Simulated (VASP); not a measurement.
# SiC: single point with PBE

Crystal: SiC.

```xyz
2
Lattice="0.0000 2.2276 2.2276 2.2276 0.0000 2.2276 2.2276 2.2276 0.0000" Properties=species:S:1:pos:R:3 pbc="T T T"
Si    0.0000    0.0000    0.0000
C     1.1138    1.1138    1.1138
```

```json
{"Program": "VASP 6.6.1", "Task": "single point", "Functional": "PBE", "Potentials or basis": "VASP PAW PBE potentials, release 64 (Si, C)", "Cutoff": "600 eV", "k mesh": "6 × 6 × 6", "Occupations": "gaussian, width 0.05 eV", "Spin": "no spin polarisation", "Dipole correction": "no", "Further INCAR settings": "ALGO = Normal; EDIFF = 1e-06; NBANDS = 11"}
```

| Property | Result |
| --- | --- |
| Pressure | -10.0 GPa |
| Band gap on the k mesh | 1.41 eV, indirect (least direct gap 4.47 eV) |

Levels at points of the mesh, in eV from the valence-band top:
```
           k point  band 1  band 2  band 3  band 4  band 5  band 6  band 7  band 8
(0.00, 0.00, 0.00)  -14.90    0.00    0.00    0.00    5.46    6.86    6.86    6.86
(0.50, 0.00, 0.00)  -11.57   -8.18   -1.04   -1.04    4.84    6.96    6.96    9.68
(0.50, 0.50, 0.00)  -10.18   -7.60   -3.06   -3.06    1.41    4.09   13.27   13.27
```

Run time: 6.5 s on 1 thread of AMD EPYC 7R43 64-Core Processor (Zen 3), on a shared host, peak memory 0.11 GiB.

A k mesh can miss the band edges.
